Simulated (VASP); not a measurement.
# AlAs (F-43m) in VASP: a series of runs, part 2 of 2

VASP 6.6.1. The steps go on from the part before.

### 3 Relaxation of cell and atoms, r2SCAN

This run uses another cell than the first one, of 23.29 Å³/atom, 1.018 times its volume.

File POSCAR:

```
AlAs
1.0
    0.0000000000      2.8557080000      2.8557080000
    2.8557080000      0.0000000000      2.8557080000
    2.8557080000      2.8557080000      0.0000000000
Al As
1 1
Direct
    0.0000000000      0.0000000000      0.0000000000
    0.2500000000      0.2500000000      0.2500000000
```

File INCAR.step1:

```
SYSTEM = AlAs
ALGO = Normal
EDIFF = 1E-5
EDIFFG = -0.005
ENCUT = 550
GGA = PE
GGA_COMPAT = .FALSE.
IBRION = 2
ISIF = 3
ISMEAR = -1
LASPH = .TRUE.
LCHARG = .FALSE.
LREAL = .FALSE.
LWAVE = .TRUE.
NELM = 120
NELMIN = 4
NSW = 100
PREC = Accurate
SIGMA = 0.1
```

File INCAR.step2:

```
SYSTEM = AlAs
ALGO = Normal
EDIFF = 1E-7
EDIFFG = -0.03
ENCUT = 550
GGA_COMPAT = .FALSE.
IBRION = 2
ISIF = 3
ISMEAR = -1
ISTART = 1
LASPH = .TRUE.
LCHARG = .FALSE.
LMIXTAU = .TRUE.
LREAL = .FALSE.
LWAVE = .FALSE.
METAGGA = R2SCAN
NELM = 120
NELMIN = 4
NSW = 80
PREC = Accurate
SIGMA = 0.1
```

File KPOINTS:

```
k-points
0
G
  8 8 8
  0 0 0
```

Potentials or basis: VASP PAW PBE potentials, release 64 (Al, As).

Run with:

```bash
cat potpaw_PBE.64/Al/POTCAR potpaw_PBE.64/As/POTCAR > POTCAR
cp INCAR.step1 INCAR
mpirun -np 1 vasp_std > vasp.out
cp INCAR.step2 INCAR
mpirun -np 1 vasp_std > vasp.out
```

OUTCAR:

```text
SYSTEM = AlAs
   EDIFF = 1E-7
   EDIFFG = -0.03
   ENCUT = 550
   IBRION = 2
   ISIF = 3
   ISMEAR = -1
   ISTART = 1
   LASPH = .TRUE.
   LREAL = .FALSE.
   METAGGA = R2SCAN
   NELM = 120
   NELMIN = 4
   NSW = 80
   PREC = Accurate

 ion  position               nearest neighbor table
   1  0.000  0.000  0.000-   2 2.47   2 2.47   2 2.47   2 2.47
   2  0.250  0.250  0.250-   1 2.47   1 2.47   1 2.47   1 2.47

  LATTYP: Found a face centered cubic cell.
 ALAT       =     5.7114160000

  Lattice vectors:

 A1 = (   0.0000000000,   2.8557080000,   2.8557080000)
 A2 = (   2.8557080000,   0.0000000000,   2.8557080000)
 A3 = (   2.8557080000,   2.8557080000,   0.0000000000)

Analysis of symmetry for initial positions (statically):
=====================================================================
 Subroutine PRICEL returns:
 Original cell was already a primitive cell.

 Routine SETGRP: Setting up the symmetry group for a
 face centered cubic supercell.

 Subroutine GETGRP returns: Found 24 space group operations
 (whereof 24 operations were pure point group operations)
 out of a pool of 48 trial point group operations.

The static configuration has the point symmetry T_d .

Analysis of symmetry for dynamics (positions and initial velocities):
=====================================================================
 Subroutine PRICEL returns:
 Original cell was already a primitive cell.

 Routine SETGRP: Setting up the symmetry group for a
 face centered cubic supercell.

 Subroutine GETGRP returns: Found 24 space group operations
 (whereof 24 operations were pure point group operations)
 out of a pool of 48 trial point group operations.

The dynamic configuration has the point symmetry T_d .

 Subroutine INISYM returns: Found 24 space group operations
 (whereof 24 operations are pure point group operations),
 and found     1 'primitive' translations

----------------------------------------------------------------------------------------

                                     Primitive cell

  volume of cell :      46.5770

  direct lattice vectors                    reciprocal lattice vectors
     0.000000000  2.855708000  2.855708000    -0.175087929  0.175087929  0.175087929
     2.855708000  0.000000000  2.855708000     0.175087929 -0.175087929  0.175087929
     2.855708000  2.855708000  0.000000000     0.175087929  0.175087929 -0.175087929

  length of vectors
     4.038580984  4.038580984  4.038580984     0.303261189  0.303261189  0.303261189

  position of ions in fractional coordinates (direct lattice)
     0.000000000  0.000000000  0.000000000
     0.250000000  0.250000000  0.250000000

  ion indices of the primitive-cell ions
   primitive index   ion index
                 1           1
                 2           2

----------------------------------------------------------------------------------------

 KPOINTS: k-points

Automatic generation of k-mesh.
 Grid dimensions read from file:
[... 25 lines left out ...]
  0.375000  0.000000  0.000000      8.000000
  0.500000  0.000000  0.000000      4.000000
  0.125000  0.125000  0.000000      6.000000
[... 16 lines left out ...]
  0.500000  0.250000  0.125000     48.000000
 -0.375000  0.250000  0.125000     24.000000
 [... further k-points ...]
   k-points           NKPTS =     29   k-points in BZ     NKDIM =     29   number of bands    NBANDS=      8
   number of dos      NEDOS =    301   number of ions     NIONS =      2
   total plane-waves  NPLWV =  32768
   dimension x,y,z NGX =    32 NGY =   32 NGZ =   32
   dimension x,y,z NGXF=    64 NGYF=   64 NGZF=   64
   ions per type =               1   1
   NGX,Y,Z   is equivalent  to a cutoff of  13.17, 13.17, 13.17 a.u.
   NGXF,Y,Z  is equivalent  to a cutoff of  26.35, 26.35, 26.35 a.u.
 SYSTEM =  AlAs
   PREC   = accura    normal or accurate (medium, high low for compatibility)
   ISTART =      1    job   : 0-new  1-cont  2-samecut
   ICHARG =      0    charge: 1-file 2-atom 10-const
   ISPIN  =      1    spin polarized calculation?
   LNONCOLLINEAR =      F non collinear calculations
   LSORBIT =      F    spin-orbit coupling
   LASPH  =      T    aspherical Exc in radial PAW
   ENCUT  =  550.0 eV  40.42 Ry    6.36 a.u.   7.72  7.72  7.72*2*pi/ulx,y,z
   NELM   =    120;   NELMIN=  4; NELMDL=  0     # of ELM steps
   EDIFF  = 0.1E-06   stopping-criterion for ELM
   LREAL  =      F    real-space projection
   EDIFFG = -.3E-01   stopping-criterion for IOM
   NSW    =     80    number of steps for IOM
   IBRION =      2    ionic relax: 0-MD 1-quasi-New 2-CG
   NFREE  =      1    steps in history (QN), initial steepest desc. (CG)
   ISIF   =      3    stress and relaxation
   ISYM   =      2    0-nonsym 1-usesym 2-fastsym
   POTIM  = 0.5000    time-step for ionic-motion
   TEBEG  =    0.0;   TEEND  =   0.0 temperature during run
   PSTRESS=    0.0 pullay stress
   NELECT =       8.0000    total number of electrons
   NUPDOWN=      -1.0000    fix difference up-down
   EMIN   =  10.00;   EMAX   =-10.00  energy-range for DOS
   EFERMI =   0.00;   METHOD = LEGACY
   ISMEAR =    -1;   SIGMA  =   0.10  broadening in eV -4-tet -1-fermi 0-gaus
   EFERMI_NEDOS =   21; number of points for ismear=-14 and -15
   IALGO  =     38    algorithm
   IMIX   =      4    mixing-type and parameters
     AMIX     =   0.40;   BMIX     =  1.00
     AMIX_MAG =   1.60;   BMIX_MAG =  1.00
  volume/ion in A,a.u.               =      23.29       157.16
  Fermi-wavevector in a.u.,A,eV,Ry     =   0.910013  1.719676 11.267312  0.828124
  Thomas-Fermi vector in A             =   2.034125
   LORBIT       =      0    0 simple, 1 ext, 2 COOP (PROOUT), +10 PAW based schemes
   METAGGA = R2SCAN    functional components
   LHFCALC =     F    Hartree Fock is set to
   AEXX    =    0.0000 exact exchange contribution
   IVDW    =     0    specifies the selected vdW correction
   LEPSILON=     F    determine dielectric tensor
   LRPA    =     F    only Hartree local field effects (RPA)
 conjugate gradient relaxation of ions
 non-spin polarized calculation
  energy-cutoff  :      550.00
  volume of cell :       46.58
 maximum number of plane-waves:      1384
   NGX = 15   NGY = 15   NGZ = 15

--------------------------------------- Ionic step        1  -------------------------------------------

 number of electron       8.0000001 magnetization

 Free energy of the ion-electron system (eV)
  ---------------------------------------------------
  ext. energy  EPLUGINS =         0.00000000
  ---------------------------------------------------
  free energy    TOTEN  =       -22.69182403 eV

  energy without entropy =      -22.69181892  energy(sigma->0) =      -22.69182148

------------------------ aborting loop because EDIFF is reached ----------------------------------------

  FORCE on cell =-STRESS in cart. coord.  units (eV):
  Direction    XX          YY          ZZ          XY          YZ          ZX
  --------------------------------------------------------------------------------------
  -------------------------------------------------------------------------------------
  Total       -0.3890970     -0.3890970     -0.3890970     -0.0000000      0.0000000      0.0000000
  in kB      -13.3843424    -13.3843424    -13.3843424     -0.0000000      0.0000000      0.0000000
  external PRESSURE =     -13.3843424 kB  Pullay stress =       0.0000000 kB
[... 59 lines left out ...]
--------------------------------------- Ionic step        3  -------------------------------------------

 number of electron       8.0000001 magnetization

 Free energy of the ion-electron system (eV)
  ---------------------------------------------------
  ext. energy  EPLUGINS =         0.00000000
  ---------------------------------------------------
  free energy    TOTEN  =       -22.69547270 eV

  energy without entropy =      -22.69546703  energy(sigma->0) =      -22.69546986

 E-fermi :   4.5439     XC(G=0):  -9.4164

 val. band max:        3.5954629882   @ k =   0.0000   0.0000   0.0000
 cond. band min:       5.3998911983   @ k =   0.5000   0.5000   0.0000
 fundamental gap:      1.8044282101
 Fermi energy:         4.5438540947

 k-point     1 :       0.0000    0.0000    0.0000
  band No.  band energies     occupation
      1      -8.6769      2.00000
      2       3.5955      1.99985
      3       3.5955      1.99985
      4       3.5955      1.99985
      5       6.2324      0.00000
      6       8.2910      0.00000
      7       8.2910      0.00000
      8       8.2910      0.00000
[... 243 lines left out ...]
 k-point    24 :      -0.3750    0.2500    0.1250
  band No.  band energies     occupation
      1      -6.9382      2.00000
      2      -1.7400      2.00000
      3       0.8843      2.00000
      4       2.0315      2.00000
      5       7.6909      0.00000
      6       8.2898      0.00000
      7      10.7915      0.00000
      8      11.7804      0.00000

 [... further k-points ...]
[... 5 lines left out ...]
  --------------------------------------------------------------------------------------
  -------------------------------------------------------------------------------------
  Total        0.0074174      0.0074174      0.0074174      0.0000000      0.0000000     -0.0000000
  in kB        0.2599076      0.2599076      0.2599076      0.0000000      0.0000000     -0.0000000
  external PRESSURE =       0.2599076 kB  Pullay stress =       0.0000000 kB
[... 17 lines left out ...]
  FREE ENERGIE OF THE ION-ELECTRON SYSTEM (eV)
  ---------------------------------------------------
  free  energy   TOTEN  =       -22.6954726986 eV

  energy  without entropy=      -22.6954670283  energy(sigma->0) =      -22.69546986

 reached required accuracy - stopping structural energy minimisation
```

Run time: 1.8 min. Hardware: 1 thread of Intel Xeon Platinum 8375C at 2.90GHz (Ice Lake), shared host; peak memory 0.2 GiB.

What came out:

* Free energy: -22.6955 eV
* Relaxed volume: 22.86 Å³/atom
* Relaxed cell: a = 4.014 Å, b = 4.014 Å, c = 4.014 Å, α = 60.00°, β = 60.00°, γ = 60.00°
* Space group after relaxing (to 0.05 Å): F-43m (No. 216)
* Energy gained by relaxing: 1.8 meV/atom
* Ionic steps: 3
* Pressure after relaxing: 0.0 GPa
* Band gap on the k mesh: 1.80 eV, indirect (least direct gap 2.64 eV)

The path:
| step | energy change (eV) | largest force (eV/Å) | pressure (GPa) | volume (Å³) |
| --- | --- | --- | --- | --- |
| 1 | 0.0000 | 0.0000 | -1.34 | 46.58 |
| 2 | -0.0026 | 0.0000 | 0.79 | 45.28 |
| 3 | -0.0036 | 0.0000 | 0.03 | 45.72 |

Final structure:
```
CELL_PARAMETERS angstrom
0.00000 2.83817 2.83817
2.83817 0.00000 2.83817
2.83817 2.83817 0.00000
ATOMIC_POSITIONS crystal
Al 0.00000 0.00000 0.00000
As 0.25000 0.25000 0.25000
```

Caveat: the PAW data sets were made with another functional, which shifts forces and pressure a little. r2SCAN opens gaps a little over a GGA but as a rule still falls short of measured ones.

### 4 Single point, r2SCAN

This run uses another cell than the first one, of 23.29 Å³/atom, 1.018 times its volume.

POSCAR is that of step 3.

File INCAR.step1:

```
SYSTEM = AlAs
PREC     = Accurate       ! precision mode
ENCUT    = 550            ! plane-wave cutoff, eV
ISMEAR   = -1             ! smearing method
SIGMA    = 0.1            ! smearing width, eV
LREAL    = .False.        ! projectors in reciprocal space
LASPH    = .True.         ! aspherical terms in the spheres
NELM     = 120            ! most SCF steps
NBANDS   = 11             ! bands
GGA      = PE             ! functional
ALGO     = Normal         ! electronic algorithm
EDIFF    = 1E-5           ! SCF threshold, eV
LWAVE    = .True.         ! write WAVECAR
LCHARG   = .False.        ! write CHGCAR
GGA_COMPAT= .False.
```

File INCAR.step2:

```
SYSTEM = AlAs
PREC     = Accurate       ! precision mode
ENCUT    = 550            ! plane-wave cutoff, eV
EDIFF    = 1E-6           ! SCF threshold, eV
ISMEAR   = -1             ! smearing method
SIGMA    = 0.1            ! smearing width, eV
LREAL    = .False.        ! projectors in reciprocal space
LASPH    = .True.         ! aspherical terms in the spheres
NELM     = 120            ! most SCF steps
ALGO     = Normal         ! electronic algorithm
ISIF     = 2              ! what is computed and relaxed
LWAVE    = .False.        ! write WAVECAR
LCHARG   = .True.         ! write CHGCAR
METAGGA  = R2SCAN         ! meta-GGA
LMIXTAU  = .True.       
LELF     = .True.         ! ELF
LVHAR    = .True.       
NBANDS   = 11             ! bands
ISTART   = 1            
GGA_COMPAT= .False.
```

File KPOINTS:

```
Automatic mesh
0
Gamma
  8 8 8
  0 0 0
```

Potentials or basis: VASP PAW PBE potentials, release 64 (Al, As).

Run with:

```bash
cat potpaw_PBE.64/Al/POTCAR potpaw_PBE.64/As/POTCAR > POTCAR
cp INCAR.step1 INCAR
mpirun -np 1 vasp_std > vasp.out
cp INCAR.step2 INCAR
mpirun -np 1 vasp_std > vasp.out
```

OUTCAR:

```text
SYSTEM = AlAs
   PREC = Accurate
   ENCUT = 550
   EDIFF = 1E-6
   ISMEAR = -1
   LREAL = .False.
   LASPH = .True.
   NELM = 120
   ISIF = 2
   METAGGA = R2SCAN
   ISTART = 1

 ion  position               nearest neighbor table
   1  0.000  0.000  0.000-   2 2.47   2 2.47   2 2.47   2 2.47
   2  0.250  0.250  0.250-   1 2.47   1 2.47   1 2.47   1 2.47

  LATTYP: Found a face centered cubic cell.
 ALAT       =     5.7114160000

  Lattice vectors:

[... 512 lines left out ...]
      5       7.4894      0.00000
      6       8.1096      0.00000
      7      10.5585      0.00000
      8      11.5488      0.00000
      9      12.3552      0.00000
     10      15.0976      0.00000
     11      16.4232      0.00000

 [... further k-points ...]
[... 5 lines left out ...]
  --------------------------------------------------------------------------------------
  -------------------------------------------------------------------------------------
  Total       -0.3894781     -0.3894781     -0.3894781      0.0000000      0.0000000      0.0000000
  in kB      -13.3974545    -13.3974545    -13.3974545      0.0000000      0.0000000      0.0000000
  external PRESSURE =     -13.3974545 kB  Pullay stress =       0.0000000 kB

 VOLUME and BASIS-vectors are now :
 -----------------------------------------------------------------------------
  energy-cutoff  :      550.00
  volume of cell :       46.58
      direct lattice vectors                 reciprocal lattice vectors
     0.000000000  2.855708000  2.855708000    -0.175087929  0.175087929  0.175087929
     2.855708000  0.000000000  2.855708000     0.175087929 -0.175087929  0.175087929
     2.855708000  2.855708000  0.000000000     0.175087929  0.175087929 -0.175087929

 POSITION                                       TOTAL-FORCE (eV/Angst)
 -----------------------------------------------------------------------------------
      0.00000      0.00000      0.00000         0.000000      0.000000      0.000000
      1.42785      1.42785      1.42785        -0.000000     -0.000000     -0.000000
 -----------------------------------------------------------------------------------
    total drift:                                0.000000      0.000000      0.000000

  FREE ENERGIE OF THE ION-ELECTRON SYSTEM (eV)
  ---------------------------------------------------
  free  energy   TOTEN  =       -22.6918237552 eV

  energy  without entropy=      -22.6918186438  energy(sigma->0) =      -22.69182120
```

OUTCAR.step1:

```text
SYSTEM = AlAs
   PREC = Accurate
   ENCUT = 550
   ISMEAR = -1
   LREAL = .False.
   LASPH = .True.
[... 556 lines left out ...]
      0.00000      0.00000      0.00000         0.000000      0.000000      0.000000
      1.42785      1.42785      1.42785        -0.000000     -0.000000     -0.000000
 -----------------------------------------------------------------------------------
    total drift:                                0.000000      0.000000      0.000000

  FREE ENERGIE OF THE ION-ELECTRON SYSTEM (eV)
  ---------------------------------------------------
  free  energy   TOTEN  =        -9.3868353750 eV

  energy  without entropy=       -9.3868095111  energy(sigma->0) =       -9.38682244
```

It took 1.8 min on 1 thread of Intel Xeon 8259CL, shared host; peak memory 0.18 GiB.

What came out:

- Free energy: -22.6918 eV
- Pressure: -1.3 GPa
- Band gap on the k mesh: 1.83 eV, indirect (least direct gap 2.48 eV)

Levels at points of the mesh, in eV from the valence-band top:
```csv
k point,band 2,band 3,band 4,band 5,band 6,band 7
"(0.00, 0.00, 0.00)",0.00,0.00,0.00,2.48,4.66,4.66
"(0.50, 0.00, 0.00)",-5.58,-0.83,-0.83,2.54,5.08,5.08
"(0.50, 0.50, 0.00)",-5.45,-2.18,-2.18,1.83,2.68,10.96
```

Caveat: the PAW data sets were made with another functional, which shifts forces and pressure a little.

### 5 Summary

| task | cell | gap on the mesh (eV) | pressure (GPa) |
| --- | --- | --- | --- |
| single point | a = 4.015 Å, angles 60.0°, 2 atoms | 1.81 | 0.0 |
| relaxation of cell and atoms | relaxed from a = 4.039 Å, angles 60.0°, 2 atoms | 1.80 | 0.0 |
| single point | a = 4.039 Å, angles 60.0°, 2 atoms | 1.83 | -1.3 |

Alike in all rows: level r2SCAN; potentials or basis VASP PAW PBE potentials, release 64 (Al, As); no spin polarisation; k mesh 8 × 8 × 8; cutoff (eV) 550; smearing fermi-dirac 0.1 eV.

Caveats: the PAW data sets were made with another functional, which shifts forces and pressure a little.

Total energies depend on the potentials used, so only differences within one code and one set of settings carry meaning.
